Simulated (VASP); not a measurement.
# Sm (I4/mmm) in VASP: single point with PBEsol

Aim: the single point of Sm with PBEsol.

All numbers are computed with VASP 6.6.1; they aren't measurements. Logs are shortened: lines on timing, memory, paths and dates and some standing lists are left out, and cuts for length are marked.

## Step 1: The cell of the first run

The structure is tetragonal, space group I4/mmm (No. 139). The conventional cell has a = 3.635 Å, b = 3.635 Å, c = 5.122 Å, α = 90.00°, β = 90.00°, γ = 90.00°. Sm (site symmetry 4/mmm) has 12 Sm at 3.63 Å within 4.8 Å.

This isn't the form of Sm at room conditions, which is rhombohedral.

## Step 2: Single point, PBEsol, collinear spin, antiferromagnetic start

INCAR

```
SYSTEM = Sm
PREC = Accurate ; ENCUT = 520
EDIFF = 1E-6 ; ISMEAR = -1
SIGMA = 0.05 ; LREAL = .False.
LASPH = .True. ; NELM = 150
ALGO = Normal ; ISIF = 2
LWAVE = .False. ; LCHARG = .False.
ISPIN = 2 ; MAGMOM = 5 -5
LORBIT = 11 ; LMAXMIX = 6
GGA = PS ; NBANDS = 27
```

KPOINTS

```
Automatic mesh
0
Gamma
  8 4 8
  0 0 0
```

POSCAR

```
Sm
1.0
    0.0000000000      0.0000000000      5.1219743804
    3.6346061382     -3.6346061382      0.0000000000
    1.8173030691      1.8173030691     -2.5609871902
Sm
2
Direct
    0.0000000000      0.0000000000      0.0000000000
    0.5000000000      0.5000000000      0.0000000000
```

Potentials or basis: VASP PAW PBE potentials, release 64 (Sm).

On the command line:

```sh
cat potpaw_PBE.64/Sm/POTCAR > POTCAR
mpirun -np 1 vasp_std > vasp.out
```

OUTCAR:

```text
SYSTEM = Sm
   PREC = Accurate
   ENCUT = 520
   EDIFF = 1E-6
   ISMEAR = -1
   LREAL = .False.
   LASPH = .True.
   NELM = 150
   ISIF = 2
   ISPIN = 2
   LORBIT = 11
   GGA = PS

 ion  position               nearest neighbor table
   1  0.000  0.000  0.000-
   2  0.500  0.500  0.000-

  LATTYP: Found a base centered orthorhombic cell.
 ALAT       =     5.1219743804
 B/A-ratio  =     1.0035406101
 C/A-ratio  =     1.0035406101

  Lattice vectors:

 A1 = (  -1.8173030691,  -1.8173030691,  -2.5609871902)
 A2 = (   1.8173030691,   1.8173030691,  -2.5609871902)
 A3 = (   3.6346061382,  -3.6346061382,   0.0000000000)

Analysis of symmetry for initial positions (statically):
=====================================================================
 Subroutine PRICEL returns following result:

  LATTYP: Found a body centered tetragonal cell.
 ALAT       =     3.6346061382
 C/A-ratio  =     1.4092240495

  Lattice vectors:

 A1 = (   1.8173030691,  -1.8173030691,  -2.5609871902)
 A2 = (  -1.8173030691,   1.8173030691,  -2.5609871902)
 A3 = (   1.8173030691,   1.8173030691,   2.5609871902)

   2 primitive cells build up your supercell.

 Routine SETGRP: Setting up the symmetry group for a
 base centered orthorhombic supercell.

 Subroutine GETGRP returns: Found  8 space group operations
 (whereof  8 operations were pure point group operations)
 out of a pool of  8 trial point group operations.

The static configuration has the point symmetry D_2h.

Analysis of symmetry for dynamics (positions and initial velocities):
=====================================================================
 Subroutine PRICEL returns following result:

  LATTYP: Found a body centered tetragonal cell.
 ALAT       =     3.6346061382
 C/A-ratio  =     1.4092240495

  Lattice vectors:

 A1 = (   1.8173030691,  -1.8173030691,  -2.5609871902)
 A2 = (  -1.8173030691,   1.8173030691,  -2.5609871902)
 A3 = (   1.8173030691,   1.8173030691,   2.5609871902)

   2 primitive cells build up your supercell.

 Routine SETGRP: Setting up the symmetry group for a
 base centered orthorhombic supercell.

 Subroutine GETGRP returns: Found  8 space group operations
 (whereof  8 operations were pure point group operations)
 out of a pool of  8 trial point group operations.

The dynamic configuration has the point symmetry D_2h.

Analysis of structural, dynamic, and magnetic symmetry:
=====================================================================
 Subroutine PRICEL returns following result:

  LATTYP: Found a body centered tetragonal cell.
 ALAT       =     3.6346061382
 C/A-ratio  =     1.4092240495

  Lattice vectors:

 A1 = (   1.8173030691,  -1.8173030691,  -2.5609871902)
 A2 = (  -1.8173030691,   1.8173030691,  -2.5609871902)
 A3 = (   1.8173030691,   1.8173030691,   2.5609871902)

   2 primitive cells build up your supercell.

 Routine SETGRP: Setting up the symmetry group for a
 base centered orthorhombic supercell.

 Subroutine GETGRP returns: Found  8 space group operations
 (whereof  8 operations were pure point group operations)
 out of a pool of  8 trial point group operations.

The overall configuration has the point symmetry D_2h.

 Subroutine INISYM returns: Found  8 space group operations
 (whereof  8 operations are pure point group operations),
 and found     2 'primitive' translations

----------------------------------------------------------------------------------------

                                     Primitive cell

  volume of cell :      33.8316

  direct lattice vectors                    reciprocal lattice vectors
     1.817303069 -1.817303069 -2.560987190     0.275132975  0.000000000 -0.195237212
    -1.817303069  1.817303069 -2.560987190     0.000000000  0.275132975 -0.195237212
     1.817303069  1.817303069  2.560987190     0.275132975  0.275132975  0.000000000

  length of vectors
     3.628200143  3.628200143  3.628200143     0.337365859  0.337365859  0.389096785

  position of ions in fractional coordinates (direct lattice)
     0.000000000  0.000000000  0.000000000

  ion indices of the primitive-cell ions
   primitive index   ion index
                 1           1

----------------------------------------------------------------------------------------

 KPOINTS: Automatic mesh

Automatic generation of k-mesh.
 Grid dimensions read from file:
 generate k-points for:    8    4    8

 Generating k-lattice:

  Cartesian coordinates                     Fractional coordinates (reciprocal lattice)
     0.017195811  0.017195811  0.024404652     0.125000000  0.000000000 -0.000000000
     0.034391622 -0.034391622  0.000000000     0.000000000  0.250000000  0.000000000
     0.034391622  0.034391622  0.000000000     0.000000000  0.000000000  0.125000000

  Length of vectors
     0.034452559  0.048637098  0.048637098

  Shift w.r.t. Gamma in fractional coordinates (k-lattice)
     0.000000000  0.000000000  0.000000000

 Subroutine IBZKPT returns following result:
 ===========================================

 Found     63 irreducible k-points:

 Following reciprocal coordinates:
            Coordinates               Weight
  0.000000  0.000000  0.000000      1.000000
  0.125000  0.000000  0.000000      4.000000
  0.250000  0.000000  0.000000      4.000000
  0.375000  0.000000 -0.000000      4.000000
  0.500000  0.000000  0.000000      2.000000
  0.000000  0.250000  0.000000      2.000000
[... 16 lines left out ...]
  0.000000  0.250000  0.125000      4.000000
  0.125000  0.250000  0.125000      8.000000
 [... further k-points ...]
   k-points           NKPTS =     63   k-points in BZ     NKDIM =     63   number of bands    NBANDS=     27
   number of dos      NEDOS =    301   number of ions     NIONS =      2
   total plane-waves  NPLWV =  44800
   dimension x,y,z NGX =    40 NGY =   40 NGZ =   28
   dimension x,y,z NGXF=    80 NGYF=   80 NGZF=   56
   ions per type =               2
   NGX,Y,Z   is equivalent  to a cutoff of  12.98, 12.94, 12.83 a.u.
   NGXF,Y,Z  is equivalent  to a cutoff of  25.97, 25.87, 25.66 a.u.
 SYSTEM =  Sm
   PREC   = accura    normal or accurate (medium, high low for compatibility)
   ISTART =      0    job   : 0-new  1-cont  2-samecut
   ICHARG =      2    charge: 1-file 2-atom 10-const
   ISPIN  =      2    spin polarized calculation?
   LNONCOLLINEAR =      F non collinear calculations
   LSORBIT =      F    spin-orbit coupling
   LASPH  =      T    aspherical Exc in radial PAW
   ENCUT  =  520.0 eV  38.22 Ry    6.18 a.u.   9.52  9.56  6.75*2*pi/ulx,y,z
   NELM   =    150;   NELMIN=  2; NELMDL= -5     # of ELM steps
   EDIFF  = 0.1E-05   stopping-criterion for ELM
   LREAL  =      F    real-space projection
   EDIFFG = 0.1E-04   stopping-criterion for IOM
   NSW    =      0    number of steps for IOM
   IBRION =     -1    ionic relax: 0-MD 1-quasi-New 2-CG
   NFREE  =      0    steps in history (QN), initial steepest desc. (CG)
   ISIF   =      2    stress and relaxation
   ISYM   =      2    0-nonsym 1-usesym 2-fastsym
   POTIM  = 0.5000    time-step for ionic-motion
   TEBEG  =    0.0;   TEEND  =   0.0 temperature during run
   PSTRESS=    0.0 pullay stress
   NELECT =      32.0000    total number of electrons
   NUPDOWN=      -1.0000    fix difference up-down
   EMIN   =  10.00;   EMAX   =-10.00  energy-range for DOS
   EFERMI =   0.00;   METHOD = LEGACY
   ISMEAR =    -1;   SIGMA  =   0.05  broadening in eV -4-tet -1-fermi 0-gaus
   EFERMI_NEDOS =   21; number of points for ismear=-14 and -15
   IALGO  =     38    algorithm
   IMIX   =      4    mixing-type and parameters
     AMIX     =   0.40;   BMIX     =  1.00
     AMIX_MAG =   1.60;   BMIX_MAG =  1.00
  volume/ion in A,a.u.               =      33.83       228.31
  Fermi-wavevector in a.u.,A,eV,Ry     =   1.275481  2.410310 22.134675  1.626853
  Thomas-Fermi vector in A             =   2.408191
   LORBIT       =     11    0 simple, 1 ext, 2 COOP (PROOUT), +10 PAW based schemes
   GGA     = PS    functional components
   LHFCALC =     F    Hartree Fock is set to
   AEXX    =    0.0000 exact exchange contribution
   IVDW    =     0    specifies the selected vdW correction
   LEPSILON=     F    determine dielectric tensor
   LRPA    =     F    only Hartree local field effects (RPA)
 spin polarized calculation
  energy-cutoff  :      520.00
  volume of cell :       67.66
 maximum number of plane-waves:      1868
 NGX is ok and might be reduce to    40
   NGX = 19   NGY = 19   NGZ = 13

 number of electron      32.0000000 magnetization      -0.0000000

 number of electron      32.0000001 magnetization       0.0000000

 Free energy of the ion-electron system (eV)
  ---------------------------------------------------
  ext. energy  EPLUGINS =         0.00000000
  ---------------------------------------------------
  free energy    TOTEN  =       -19.03153398 eV

  energy without entropy =      -18.84763660  energy(sigma->0) =      -18.93958529

 E-fermi :   2.8909     XC(G=0):  -9.9595

 val. band max:        2.8905146987   @ k =   0.5000   0.5000   0.0000
 cond. band min:       2.8916504184   @ k =   0.5000   0.0000   0.0000
 fundamental gap:      0.0011357197
 Fermi energy:         2.8909238977

 spin component 1

 k-point     1 :       0.0000    0.0000    0.0000
  band No.  band energies     occupation
      1     -36.9548      1.00000
      2     -34.3822      1.00000
      3     -16.7015      1.00000
      4     -16.3337      1.00000
      5     -16.3301      1.00000
      6     -14.5886      1.00000
[... 709 lines left out ...]
     26       6.6006      0.00000
     27       6.6684      0.00000

 [... further k-points ...]

 spin component 2

 k-point     1 :       0.0000    0.0000    0.0000
  band No.  band energies     occupation
      1     -36.9548      1.00000
      2     -34.3822      1.00000
      3     -16.7015      1.00000
      4     -16.3337      1.00000
      5     -16.3301      1.00000
      6     -14.5886      1.00000
[... 709 lines left out ...]
     26       6.6002      0.00000
     27       6.6701      0.00000

 [... further k-points ...]

------------------------ aborting loop because EDIFF is reached ----------------------------------------

  FORCE on cell =-STRESS in cart. coord.  units (eV):
  Direction    XX          YY          ZZ          XY          YZ          ZX
  --------------------------------------------------------------------------------------
  -------------------------------------------------------------------------------------
  Total        0.1214731      0.1214731     -0.1133714     -0.2529759      0.0000000      0.0000000
  in kB        2.8763283      2.8763283     -2.6844920     -5.9901488      0.0000000      0.0000000
  external PRESSURE =       1.0227215 kB  Pullay stress =       0.0000000 kB

 VOLUME and BASIS-vectors are now :
 -----------------------------------------------------------------------------
  energy-cutoff  :      520.00
  volume of cell :       67.66
      direct lattice vectors                 reciprocal lattice vectors
     0.000000000  0.000000000  5.121974380     0.137566488  0.137566488  0.195237212
     3.634606138 -3.634606138  0.000000000     0.137566488 -0.137566488  0.000000000
     1.817303069  1.817303069 -2.560987190     0.275132975  0.275132975  0.000000000

 POSITION                                       TOTAL-FORCE (eV/Angst)
 -----------------------------------------------------------------------------------
      0.00000      0.00000      0.00000         0.000000      0.000000      0.000000
      1.81730     -1.81730      2.56099        -0.000000     -0.000000     -0.000000
 -----------------------------------------------------------------------------------
    total drift:                               -0.000000     -0.000000      0.000000

  FREE ENERGIE OF THE ION-ELECTRON SYSTEM (eV)
  ---------------------------------------------------
  free  energy   TOTEN  =       -19.0315339822 eV

  energy  without entropy=      -18.8476365981  energy(sigma->0) =      -18.93958529

 total charge

# of ion       s       p       d       f       tot
--------------------------------------------------
    1        2.081   5.572   0.463   5.504  13.620
    2        2.081   5.572   0.463   5.504  13.620
--------------------------------------------------
tot          4.161  11.145   0.926  11.009  27.241

 magnetization (x)

# of ion       s       p       d       f       tot
--------------------------------------------------
    1       -0.002  -0.079   0.098   5.484   5.500
    2        0.002   0.079  -0.098  -5.484  -5.500
--------------------------------------------------
tot          0.000   0.000   0.000   0.000   0.000
```

It took 16 min on 1 thread of Intel Xeon 8259CL, shared host; peak memory 0.37 GiB.

Results:

```yaml
Free_energy: -19.0315 eV
Pressure: 0.1 GPa
Band_gap_on_the_k_mesh: zero (filled and empty bands overlap)
Net_moment: 0.00 μB per cell
Site_moments: Sm +5.50, -5.50 μB
Valence_electrons_inside_the_program's_atomic_spheres: Sm 13.62
```

Caveat: the magnetic or orbital state may not be the lowest; the antiferromagnetic order is the one typed at the start, and another may lie lower; the PAW data sets were made with another functional, which shifts forces and pressure a little; spin-orbit coupling is left out, which moves the levels of the heavy elements; semilocal functionals describe open f shells poorly, which spoils levels, moments and volumes.
